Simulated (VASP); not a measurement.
# AlN (I-4m2) in VASP: a series of runs

AlN is run at these levels: PBEsol; tasks: single point.

Everything below comes from runs of VASP 6.6.1. Logs are shortened: lines on timing, memory, paths and dates and some standing lists are left out, and cuts for length are marked.

## 1. The cell of the first run

Symmetry: I-4m2, No. 119, tetragonal system. The conventional cell has a = 3.080 Å, b = 3.080 Å, c = 4.401 Å, α = 90.00°, β = 90.00°, γ = 90.00°. Al (site symmetry -4m2) has 4 N at 1.89 Å within 2.5 Å. N (site symmetry -4m2) has 4 Al at 1.89 Å within 2.5 Å.

## 2. Single point, PBEsol (in-plane strain -0.005, then relaxed in part)

The input, INCAR:

```
SYSTEM = AlN
PREC = Accurate
ENCUT = 520
EDIFF = 1E-6
ISMEAR = 0
SIGMA = 0.01
LREAL = .False.
LASPH = .True.
NELM = 100
ALGO = Normal
ISIF = 2
LWAVE = .False.
LCHARG = .False.
GGA = PS
NBANDS = 11
```

The input, KPOINTS:

```
Automatic mesh
0
Gamma
  10 10 10
  0 0 0
```

The input, POSCAR:

```
AlN
1.0
    2.1777360830      2.1777360830      0.0000000000
   -2.1777360830      2.1777360830      0.0000000000
    0.0000000000      2.1777360830      2.2007178144
Al N
1 1
Direct
    0.0000000000      0.0000000000      0.0000000000
    0.2500000000      0.7500000000      0.5000000000
```

Potentials or basis: VASP PAW PBE potentials, release 64 (Al, N).

Launch:

```bash
$ cat potpaw_PBE.64/Al/POTCAR potpaw_PBE.64/N/POTCAR > POTCAR
$ mpirun -np 1 vasp_std > vasp.out
```

OUTCAR:

```text
SYSTEM = AlN
   PREC = Accurate
   ENCUT = 520
   EDIFF = 1E-6
   ISMEAR = 0
   LREAL = .False.
   LASPH = .True.
   NELM = 100
   ISIF = 2
   GGA = PS

 ion  position               nearest neighbor table
   1  0.000  0.000  0.000-   2 1.89   2 1.89   2 1.89   2 1.89
   2  0.250  0.750  0.500-   1 1.89   1 1.89   1 1.89   1 1.89

  LATTYP: Found a body centered tetragonal cell.
 ALAT       =     3.0797839038
 C/A-ratio  =     1.4291378117

  Lattice vectors:

 A1 = (   2.1777360830,   0.0000000000,  -2.2007178144)
 A2 = (  -2.1777360830,   0.0000000000,  -2.2007178144)
 A3 = (   0.0000000000,   2.1777360830,   2.2007178144)

Analysis of symmetry for initial positions (statically):
=====================================================================
 Subroutine PRICEL returns:
 Original cell was already a primitive cell.

 Routine SETGRP: Setting up the symmetry group for a
 body centered tetragonal supercell.

 Subroutine GETGRP returns: Found  8 space group operations
 (whereof  8 operations were pure point group operations)
 out of a pool of 16 trial point group operations.

The static configuration has the point symmetry D_2d.

Analysis of symmetry for dynamics (positions and initial velocities):
=====================================================================
 Subroutine PRICEL returns:
 Original cell was already a primitive cell.

 Routine SETGRP: Setting up the symmetry group for a
 body centered tetragonal supercell.

 Subroutine GETGRP returns: Found  8 space group operations
 (whereof  8 operations were pure point group operations)
 out of a pool of 16 trial point group operations.

The dynamic configuration has the point symmetry D_2d.

 Subroutine INISYM returns: Found  8 space group operations
 (whereof  8 operations are pure point group operations),
 and found     1 'primitive' translations

----------------------------------------------------------------------------------------

                                     Primitive cell

  volume of cell :      20.8740

  direct lattice vectors                    reciprocal lattice vectors
     2.177736083  2.177736083  0.000000000     0.229596232  0.229596232 -0.227198597
    -2.177736083  2.177736083  0.000000000    -0.229596232  0.229596232 -0.227198597
     0.000000000  2.177736083  2.200717814     0.000000000  0.000000000  0.454397194

  length of vectors
     3.079783904  3.079783904  3.096077090     0.396292900  0.396292900  0.454397194

  position of ions in fractional coordinates (direct lattice)
     0.000000000  0.000000000  0.000000000
     0.250000000  0.750000000  0.500000000

  ion indices of the primitive-cell ions
   primitive index   ion index
                 1           1
                 2           2

----------------------------------------------------------------------------------------

 KPOINTS: Automatic mesh

Automatic generation of k-mesh.
 Grid dimensions read from file:
 generate k-points for:   10   10   10

 Generating k-lattice:

  Cartesian coordinates                     Fractional coordinates (reciprocal lattice)
     0.022959623  0.022959623 -0.022719860     0.100000000  0.000000000 -0.000000000
    -0.022959623  0.022959623 -0.022719860     0.000000000  0.100000000 -0.000000000
     0.000000000  0.000000000  0.045439719     0.000000000  0.000000000  0.100000000

  Length of vectors
     0.039629290  0.039629290  0.045439719

  Shift w.r.t. Gamma in fractional coordinates (k-lattice)
     0.000000000  0.000000000  0.000000000

 Subroutine IBZKPT returns following result:
 ===========================================

 Found    102 irreducible k-points:

 Following reciprocal coordinates:
            Coordinates               Weight
  0.000000  0.000000  0.000000      1.000000
  0.100000  0.000000  0.000000      8.000000
  0.200000  0.000000  0.000000      8.000000
  0.300000  0.000000 -0.000000      8.000000
  0.400000  0.000000  0.000000      8.000000
  0.500000  0.000000  0.000000      4.000000
[... 16 lines left out ...]
  0.300000  0.300000 -0.000000      8.000000
  0.400000  0.300000  0.000000     16.000000
 [... further k-points ...]
   k-points           NKPTS =    102   k-points in BZ     NKDIM =    102   number of bands    NBANDS=     11
   number of dos      NEDOS =    301   number of ions     NIONS =      2
   total plane-waves  NPLWV =  13824
   dimension x,y,z NGX =    24 NGY =   24 NGZ =   24
   dimension x,y,z NGXF=    48 NGYF=   48 NGZF=   48
   ions per type =               1   1
   NGX,Y,Z   is equivalent  to a cutoff of  12.96, 12.96, 12.89 a.u.
   NGXF,Y,Z  is equivalent  to a cutoff of  25.91, 25.91, 25.77 a.u.
 SYSTEM =  AlN
   PREC   = accura    normal or accurate (medium, high low for compatibility)
   ISTART =      0    job   : 0-new  1-cont  2-samecut
   ICHARG =      2    charge: 1-file 2-atom 10-const
   ISPIN  =      1    spin polarized calculation?
   LNONCOLLINEAR =      F non collinear calculations
   LSORBIT =      F    spin-orbit coupling
   LASPH  =      T    aspherical Exc in radial PAW
   ENCUT  =  520.0 eV  38.22 Ry    6.18 a.u.   5.73  5.73  5.76*2*pi/ulx,y,z
   NELM   =    100;   NELMIN=  2; NELMDL= -5     # of ELM steps
   EDIFF  = 0.1E-05   stopping-criterion for ELM
   LREAL  =      F    real-space projection
   EDIFFG = 0.1E-04   stopping-criterion for IOM
   NSW    =      0    number of steps for IOM
   IBRION =     -1    ionic relax: 0-MD 1-quasi-New 2-CG
   NFREE  =      0    steps in history (QN), initial steepest desc. (CG)
   ISIF   =      2    stress and relaxation
   ISYM   =      2    0-nonsym 1-usesym 2-fastsym
   POTIM  = 0.5000    time-step for ionic-motion
   TEBEG  =    0.0;   TEEND  =   0.0 temperature during run
   PSTRESS=    0.0 pullay stress
   NELECT =       8.0000    total number of electrons
   NUPDOWN=      -1.0000    fix difference up-down
   EMIN   =  10.00;   EMAX   =-10.00  energy-range for DOS
   EFERMI =   0.00;   METHOD = LEGACY
   ISMEAR =     0;   SIGMA  =   0.01  broadening in eV -4-tet -1-fermi 0-gaus
   EFERMI_NEDOS =   21; number of points for ismear=-14 and -15
   IALGO  =     38    algorithm
   IMIX   =      4    mixing-type and parameters
     AMIX     =   0.40;   BMIX     =  1.00
     AMIX_MAG =   1.60;   BMIX_MAG =  1.00
  volume/ion in A,a.u.               =      10.44        70.43
  Fermi-wavevector in a.u.,A,eV,Ry     =   1.189150  2.247167 19.239687  1.414077
  Thomas-Fermi vector in A             =   2.325263
   LORBIT       =      0    0 simple, 1 ext, 2 COOP (PROOUT), +10 PAW based schemes
   GGA     = PS    functional components
   LHFCALC =     F    Hartree Fock is set to
   AEXX    =    0.0000 exact exchange contribution
   IVDW    =     0    specifies the selected vdW correction
   LEPSILON=     F    determine dielectric tensor
   LRPA    =     F    only Hartree local field effects (RPA)
 non-spin polarized calculation
 Gauss-broadening in eV      SIGMA  =   0.01
  energy-cutoff  :      520.00
  volume of cell :       20.87
 maximum number of plane-waves:       572
   NGX = 11   NGY = 11   NGZ = 11

 number of electron       8.0000000 magnetization

 Free energy of the ion-electron system (eV)
  ---------------------------------------------------
  ext. energy  EPLUGINS =         0.00000000
  ---------------------------------------------------
  free energy    TOTEN  =       -15.61040137 eV

  energy without entropy =      -15.61040137  energy(sigma->0) =      -15.61040137

 E-fermi :   6.0123     XC(G=0): -11.1210

 val. band max:        5.8757647541   @ k =   0.0000   0.0000   0.0000
 cond. band min:       9.0310692525   @ k =   0.5000   0.5000   0.0000
 fundamental gap:      3.1553044984
 Fermi energy:         6.0123269790

 k-point     1 :       0.0000    0.0000    0.0000
  band No.  band energies     occupation
      1      -9.0866      2.00000
      2       5.8311      2.00000
      3       5.8758      2.00000
      4       5.8758      2.00000
      5       9.9764      0.00000
      6      18.3076      0.00000
      7      18.3076      0.00000
      8      18.3182      0.00000
      9      23.2541      0.00000
     10      23.6041      0.00000
     11      24.5236      0.00000

 k-point     2 :       0.1000    0.0000    0.0000
  band No.  band energies     occupation
      1      -8.9389      2.00000
      2       5.0402      2.00000
      3       5.7912      2.00000
      4       5.8270      2.00000
      5      10.6410      0.00000
      6      17.9174      0.00000
      7      18.4408      0.00000
      8      18.4507      0.00000
      9      22.0193      0.00000
     10      22.2879      0.00000
     11      23.9856      0.00000

 k-point     3 :       0.2000    0.0000    0.0000
  band No.  band energies     occupation
      1      -8.5180      2.00000
      2       3.4250      2.00000
      3       5.6535      2.00000
      4       5.7054      2.00000
      5      11.7610      0.00000
      6      17.1112      0.00000
      7      18.3190      0.00000
      8      18.4261      0.00000
      9      21.5696      0.00000
     10      21.6795      0.00000
     11      23.1154      0.00000

 k-point     4 :       0.3000    0.0000   -0.0000
  band No.  band energies     occupation
      1      -7.9050      2.00000
      2       1.7683      2.00000
      3       5.4962      2.00000
      4       5.5662      2.00000
      5      12.5904      0.00000
      6      16.3511      0.00000
      7      17.6218      0.00000
      8      17.7951      0.00000
      9      22.6620      0.00000
     10      22.6780      0.00000
     11      22.9590      0.00000

 k-point     5 :       0.4000    0.0000    0.0000
  band No.  band energies     occupation
      1      -7.2890      2.00000
      2       0.4717      2.00000
      3       5.3777      2.00000
      4       5.4615      2.00000
      5      13.0060      0.00000
      6      15.8150      0.00000
      7      17.0150      0.00000
      8      17.2008      0.00000
      9      23.3357      0.00000
     10      24.4774      0.00000
     11      24.5549      0.00000
[... 211 lines left out ...]
 k-point    21 :      -0.3000    0.2000    0.0000
  band No.  band energies     occupation
      1      -7.8660      2.00000
      2       2.6553      2.00000
      3       4.8590      2.00000
      4       4.9034      2.00000
      5      12.0079      0.00000
      6      16.1261      0.00000
      7      17.0226      0.00000
      8      19.3966      0.00000
      9      20.0935      0.00000
     10      25.0693      0.00000
     11      26.9392      0.00000

 k-point    22 :      -0.2000    0.2000    0.0000
  band No.  band energies     occupation
      1      -8.3263      2.00000
      2       3.6534      2.00000
      3       5.1262      2.00000
      4       5.1514      2.00000
      5      11.9044      0.00000
      6      16.5198      0.00000
      7      17.6993      0.00000
      8      19.2028      0.00000
      9      19.3894      0.00000
     10      24.5473      0.00000
     11      27.0571      0.00000

 k-point    23 :       0.3000    0.3000   -0.0000
  band No.  band energies     occupation
      1      -6.6972      2.00000
      2       1.3423      2.00000
      3       2.6116      2.00000
      4       4.9651      2.00000
      5      12.5196      0.00000
      6      15.5274      0.00000
      7      17.9807      0.00000
      8      18.6610      0.00000
      9      22.8754      0.00000
     10      23.1381      0.00000
     11      29.1837      0.00000

 k-point    24 :       0.4000    0.3000    0.0000
  band No.  band energies     occupation
      1      -6.4804      2.00000
      2       1.2804      2.00000
      3       2.5249      2.00000
      4       4.6379      2.00000
      5      11.5214      0.00000
      6      15.8381      0.00000
      7      18.4606      0.00000
      8      19.2671      0.00000
      9      21.4418      0.00000
     10      24.9833      0.00000
     11      29.8863      0.00000

 [... further k-points ...]
[... 5 lines left out ...]
  --------------------------------------------------------------------------------------
  -------------------------------------------------------------------------------------
  Total        0.1815637      0.1815637     -0.0005298      0.0000000      0.0000000     -0.0000000
  in kB       13.9358886     13.9358886     -0.0406663      0.0000000      0.0000000     -0.0000000
  external PRESSURE =       9.2770370 kB  Pullay stress =       0.0000000 kB

 VOLUME and BASIS-vectors are now :
 -----------------------------------------------------------------------------
  energy-cutoff  :      520.00
  volume of cell :       20.87
      direct lattice vectors                 reciprocal lattice vectors
     2.177736083  2.177736083  0.000000000     0.229596232  0.229596232 -0.227198597
    -2.177736083  2.177736083  0.000000000    -0.229596232  0.229596232 -0.227198597
     0.000000000  2.177736083  2.200717814     0.000000000  0.000000000  0.454397194

 POSITION                                       TOTAL-FORCE (eV/Angst)
 -----------------------------------------------------------------------------------
      0.00000      0.00000      0.00000         0.000000     -0.000000      0.000000
     -1.08887      3.26660      1.10036        -0.000000      0.000000      0.000000
 -----------------------------------------------------------------------------------
    total drift:                               -0.000000     -0.000000      0.000000

  FREE ENERGIE OF THE ION-ELECTRON SYSTEM (eV)
  ---------------------------------------------------
  free  energy   TOTEN  =       -15.6104013724 eV

  energy  without entropy=      -15.6104013724  energy(sigma->0) =      -15.61040137
```

Wall time 8.9 s (1 thread of Intel Xeon Platinum 8559C (Emerald Rapids), shared host); peak memory 0.14 GiB.

Results:

* Free energy: -15.6104 eV
* Pressure: 0.9 GPa
* Band gap on the k mesh: 3.16 eV, indirect (least direct gap 4.10 eV)

Stress tensor (GPa, compression positive):
```
1.39 0.00 0.00
0.00 1.39 0.00
0.00 0.00 0.00
```

Caveat: the cell differs from its parent crystal (in-plane strain -0.005, then relaxed in part); the PAW data sets were made with another functional, which shifts forces and pressure a little.

(Continued in part 2 of 2.)
